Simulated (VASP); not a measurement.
# H2 in VASP: notebook

Aim: see how the results for H2 move with the level of theory and the settings. Levels: revPBE, r2SCAN. Tasks: single point.

Everything below comes from runs of VASP 6.6.1. Logs are shortened: lines on timing, memory, paths and dates and some standing lists are left out, and cuts for length are marked.

## (1) The cell of the first run

The cell holds a molecule in a box, 2 atoms: a = 10.000 Å, b = 10.000 Å, c = 10.000 Å, α = 90.00°, β = 90.00°, γ = 90.00°.

## (2) Single point, revPBE (last atom moved by 0.08 Å along z)

Input file INCAR:

```
SYSTEM = H
  GGA = RE
  ISMEAR = 0
  SIGMA = 0.03
  LWAVE = .FALSE.
  LCHARG = .FALSE.
  ISIF = 0
  PREC = Accurate
  LASPH = .TRUE.
  LREAL = .FALSE.
  ALGO = Normal
  EDIFF = 1E-8
  NELM = 120
  GGA_COMPAT = .FALSE.
  ENCUT = 560
  EFERMI = MIDGAP
  NBANDS = 21
  ADDGRID = .FALSE.
```

Input file KPOINTS:

```
k-points
0
Gamma
  1 1 1
```

Input file POSCAR:

```
H
1.0
   10.0000000000      0.0000000000      0.0000000000
    0.0000000000     10.0000000000      0.0000000000
    0.0000000000      0.0000000000     10.0000000000
H
2
Direct
    0.5332300000      0.4921800000      0.5199500000
    0.4693700000      0.5120200000      0.4948500000
```

Potentials or basis: VASP PAW PBE potentials, release 64 (H).

The run is started by

```sh
cat potpaw_PBE.64/H/POTCAR > POTCAR
mpirun -np 1 vasp_gam > vasp.out
```

OUTCAR:

```text
SYSTEM = H
   GGA = RE
   ISMEAR = 0
   ISIF = 0
   PREC = Accurate
   LASPH = .TRUE.
   LREAL = .FALSE.
   EDIFF = 1E-8
   NELM = 120
   ENCUT = 560
   EFERMI = MIDGAP

 ion  position               nearest neighbor table
   1  0.533  0.492  0.520-   2 0.71
   2  0.469  0.512  0.495-   1 0.71

  LATTYP: Found a simple cubic cell.
 ALAT       =    10.0000000000

  Lattice vectors:

 A1 = (  10.0000000000,   0.0000000000,   0.0000000000)
 A2 = (   0.0000000000,  10.0000000000,   0.0000000000)
 A3 = (   0.0000000000,   0.0000000000,  10.0000000000)

Analysis of symmetry for initial positions (statically):
=====================================================================
 Subroutine PRICEL returns:
 Original cell was already a primitive cell.

 Routine SETGRP: Setting up the symmetry group for a
 simple cubic supercell.

 Subroutine GETGRP returns: Found  2 space group operations
 (whereof  1 operations were pure point group operations)
 out of a pool of 48 trial point group operations.

The static configuration has the point symmetry C_1 .
 The point group associated with its full space group is S_2 .

Analysis of symmetry for dynamics (positions and initial velocities):
=====================================================================
 Subroutine PRICEL returns:
 Original cell was already a primitive cell.

 Routine SETGRP: Setting up the symmetry group for a
 simple cubic supercell.

 Subroutine GETGRP returns: Found  2 space group operations
 (whereof  1 operations were pure point group operations)
 out of a pool of 48 trial point group operations.

The dynamic configuration has the point symmetry C_1 .
 The point group associated with its full space group is S_2 .

 Subroutine INISYM returns: Found  2 space group operations
 (whereof  1 operations are pure point group operations),
 and found     1 'primitive' translations

----------------------------------------------------------------------------------------

                                     Primitive cell

  volume of cell :    1000.0000

  direct lattice vectors                    reciprocal lattice vectors
    10.000000000  0.000000000  0.000000000     0.100000000  0.000000000  0.000000000
     0.000000000 10.000000000  0.000000000     0.000000000  0.100000000  0.000000000
     0.000000000  0.000000000 10.000000000     0.000000000  0.000000000  0.100000000

  length of vectors
    10.000000000 10.000000000 10.000000000     0.100000000  0.100000000  0.100000000

  position of ions in fractional coordinates (direct lattice)
     0.533230000  0.492180000  0.519950000
     0.469370000  0.512020000  0.494850000

  ion indices of the primitive-cell ions
   primitive index   ion index
                 1           1
                 2           2

----------------------------------------------------------------------------------------

 KPOINTS: k-points

Automatic generation of k-mesh.
 Grid dimensions read from file:
 generate k-points for:    1    1    1

 Generating k-lattice:

  Cartesian coordinates                     Fractional coordinates (reciprocal lattice)
     0.100000000  0.000000000  0.000000000     1.000000000  0.000000000  0.000000000
     0.000000000  0.100000000  0.000000000     0.000000000  1.000000000  0.000000000
     0.000000000  0.000000000  0.100000000     0.000000000  0.000000000  1.000000000

  Length of vectors
     0.100000000  0.100000000  0.100000000

  Shift w.r.t. Gamma in fractional coordinates (k-lattice)
     0.000000000  0.000000000  0.000000000

 Subroutine IBZKPT returns following result:
 ===========================================

 Found      1 irreducible k-points:

 Following reciprocal coordinates:
            Coordinates               Weight
  0.000000  0.000000  0.000000      1.000000
   k-points           NKPTS =      1   k-points in BZ     NKDIM =      1   number of bands    NBANDS=     21
   number of dos      NEDOS =    301   number of ions     NIONS =      2
   total plane-waves  NPLWV = 512000
   dimension x,y,z NGX =    80 NGY =   80 NGZ =   80
   dimension x,y,z NGXF=   160 NGYF=  160 NGZF=  160
   ions per type =               2
   NGX,Y,Z   is equivalent  to a cutoff of  13.30, 13.30, 13.30 a.u.
   NGXF,Y,Z  is equivalent  to a cutoff of  26.60, 26.60, 26.60 a.u.
 SYSTEM =  H
   PREC   = accura    normal or accurate (medium, high low for compatibility)
   ISTART =      0    job   : 0-new  1-cont  2-samecut
   ICHARG =      2    charge: 1-file 2-atom 10-const
   ISPIN  =      1    spin polarized calculation?
   LNONCOLLINEAR =      F non collinear calculations
   LSORBIT =      F    spin-orbit coupling
   LASPH  =      T    aspherical Exc in radial PAW
   ENCUT  =  560.0 eV  41.16 Ry    6.42 a.u.  19.30 19.30 19.30*2*pi/ulx,y,z
   NELM   =    120;   NELMIN=  2; NELMDL= -5     # of ELM steps
   EDIFF  = 0.1E-07   stopping-criterion for ELM
   LREAL  =      F    real-space projection
   EDIFFG = 0.1E-06   stopping-criterion for IOM
   NSW    =      0    number of steps for IOM
   IBRION =     -1    ionic relax: 0-MD 1-quasi-New 2-CG
   NFREE  =      0    steps in history (QN), initial steepest desc. (CG)
   ISIF   =      0    stress and relaxation
   ISYM   =      2    0-nonsym 1-usesym 2-fastsym
   POTIM  = 0.5000    time-step for ionic-motion
   TEBEG  =    0.0;   TEEND  =   0.0 temperature during run

   SCALEE = 1.0000    scale energy and forces
   PSTRESS=    0.0 pullay stress
   NELECT =       2.0000    total number of electrons
   NUPDOWN=      -1.0000    fix difference up-down
   EMIN   =  10.00;   EMAX   =-10.00  energy-range for DOS
   EFERMI =   0.00;   METHOD = MIDGAP
   ISMEAR =     0;   SIGMA  =   0.03  broadening in eV -4-tet -1-fermi 0-gaus
   EFERMI_NEDOS =   21; number of points for ismear=-14 and -15
   IALGO  =     38    algorithm
   IMIX   =      4    mixing-type and parameters
     AMIX     =   0.40;   BMIX     =  1.00
     AMIX_MAG =   1.60;   BMIX_MAG =  1.00
  volume/ion in A,a.u.               =     500.00      3374.17
  Fermi-wavevector in a.u.,A,eV,Ry     =   0.206261  0.389778  0.578844  0.042544
  Thomas-Fermi vector in A             =   0.968418
   LORBIT       =      0    0 simple, 1 ext, 2 COOP (PROOUT), +10 PAW based schemes
   GGA     = RE    functional components
   LHFCALC =     F    Hartree Fock is set to
   AEXX    =    0.0000 exact exchange contribution
   IVDW    =     0    specifies the selected vdW correction
   LEPSILON=     F    determine dielectric tensor
   LRPA    =     F    only Hartree local field effects (RPA)

   CSHIFT  =0.1000    complex shift for real part using Kramers Kronig

   OMEGAMAX=  -1.0    maximum frequency
 non-spin polarized calculation
 Gauss-broadening in eV      SIGMA  =   0.03
  energy-cutoff  :      560.00
  volume of cell :     1000.00
 maximum number of plane-waves:     15048
 NGX is ok and might be reduce to    80
   NGX = 39   NGY = 39   NGZ = 39

 number of electron       2.0000001 magnetization

 Free energy of the ion-electron system (eV)
  ---------------------------------------------------
  ext. energy  EPLUGINS =         0.00000000
  ---------------------------------------------------
  free energy    TOTEN  =        -6.95837393 eV

  energy without entropy =       -6.95837393  energy(sigma->0) =       -6.95837393

 E-fermi :  -5.3644     XC(G=0):  -0.4070

 val. band max:      -10.5093777952   @ k =   0.0000   0.0000   0.0000
 cond. band min:      -0.2194426166   @ k =   0.0000   0.0000   0.0000
 fundamental gap:     10.2899351787
 Fermi energy:        -5.3644102059

 k-point     1 :       0.0000    0.0000    0.0000
  band No.  band energies     occupation
      1     -10.5094      2.00000
      2      -0.2194      0.00000
      3       0.4129      0.00000
      4       0.8902      0.00000
      5       0.8927      0.00000
      6       1.3210      0.00000
      7       1.3405      0.00000
      8       1.3484      0.00000
      9       1.9564      0.00000
     10       2.2629      0.00000
     11       2.2647      0.00000
     12       2.6501      0.00000
     13       2.6674      0.00000
 [bands above 13 left out]

------------------------ aborting loop because EDIFF is reached ----------------------------------------

 VOLUME and BASIS-vectors are now :
 -----------------------------------------------------------------------------
  energy-cutoff  :      560.00
  volume of cell :     1000.00
      direct lattice vectors                 reciprocal lattice vectors
    10.000000000  0.000000000  0.000000000     0.100000000  0.000000000  0.000000000
     0.000000000 10.000000000  0.000000000     0.000000000  0.100000000  0.000000000
     0.000000000  0.000000000 10.000000000     0.000000000  0.000000000  0.100000000

 POSITION                                       TOTAL-FORCE (eV/Angst)
 -----------------------------------------------------------------------------------
      5.33230      4.92180      5.19950         1.145206     -0.355794      0.450170
      4.69370      5.12020      4.94850        -1.145206      0.355794     -0.450170
 -----------------------------------------------------------------------------------
    total drift:                               -0.000002      0.000002     -0.000003

  FREE ENERGIE OF THE ION-ELECTRON SYSTEM (eV)
  ---------------------------------------------------
  free  energy   TOTEN  =        -6.9583739251 eV

  energy  without entropy=       -6.9583739251  energy(sigma->0) =       -6.95837393
```

Wall time 60 s (1 thread of AMD EPYC 7R13 (Zen 3), shared host); peak memory 0.78 GiB.

Results:

| Quantity | Value |
| --- | --- |
| Free energy | -6.9584 eV |
| Largest force | 1.281 eV/Å |
| Gap between the frontier levels | 10.29 eV |

Forces in eV/Å, atoms in the order of the input:
```
H    1.145 -0.356  0.450
H   -1.145  0.356 -0.450
```

Caveat: the cell differs from its parent crystal (last atom moved by 0.08 Å along z); the PAW data sets were made with another functional, which shifts forces and pressure a little.

## (3) Single point, r2SCAN

POSCAR, as its differences from that of step 2:

```diff
@@ -9,2 +9,2 @@
     0.5332300000      0.4921800000      0.5199500000
-    0.4693700000      0.5120200000      0.4948500000
+    0.4693700000      0.5120200000      0.4868500000
```

Input file INCAR.step1:

```
SYSTEM = H
  ISMEAR = 0
  SIGMA = 0.03
  LWAVE = .TRUE.
  LCHARG = .TRUE.
  ISIF = 0
  NELM = 100
  ALGO = Normal
  PREC = Accurate
  LASPH = .TRUE.
  LREAL = .FALSE.
  EDIFF = 1E-5
  GGA_COMPAT = .FALSE.
  ENCUT = 440
  EFERMI = MIDGAP
  NELMDL = -8
  GGA = PE
```

Input file INCAR.step2:

```
SYSTEM = H
  METAGGA = R2SCAN
  ISMEAR = 0
  SIGMA = 0.03
  LWAVE = .FALSE.
  LCHARG = .FALSE.
  ISIF = 0
  NELM = 100
  ALGO = All
  PREC = Accurate
  LASPH = .TRUE.
  LREAL = .FALSE.
  EDIFF = 1E-6
  GGA_COMPAT = .FALSE.
  ENCUT = 440
  EFERMI = MIDGAP
  NELMDL = -8
  LMIXTAU = .TRUE.
  ISTART = 1
  ISEARCH = 1
```

KPOINTS is that of step 2.

Potentials or basis: VASP PAW PBE potentials, release 64 (H).

The run is started by

```sh
cat potpaw_PBE.64/H/POTCAR > POTCAR
cp INCAR.step1 INCAR
mpirun -np 1 vasp_gam > vasp.out
cp INCAR.step2 INCAR
mpirun -np 1 vasp_gam > vasp.out
```

It took 1.8 min on 1 thread of Intel Xeon Platinum 8259CL at 2.50GHz (Skylake/Cascade Lake), shared host; peak memory 0.68 GiB.

It converged, with:

```
Free energy                     : -6.9024 eV
Largest force                   : 0.154 eV/Å
Gap between the frontier levels : 10.85 eV
```

Forces on the atoms (eV/Å):
```
H   -0.132  0.041 -0.068
H    0.132 -0.041  0.068
```

Levels at points of the mesh, in eV from the valence-band top:
```csv
k point,band 1,band 2,band 3,band 4,band 5
"(0.00, 0.00, 0.00)",0.00,10.85,11.87,12.22,12.22
```

Caveat: the PAW data sets were made with another functional, which shifts forces and pressure a little.
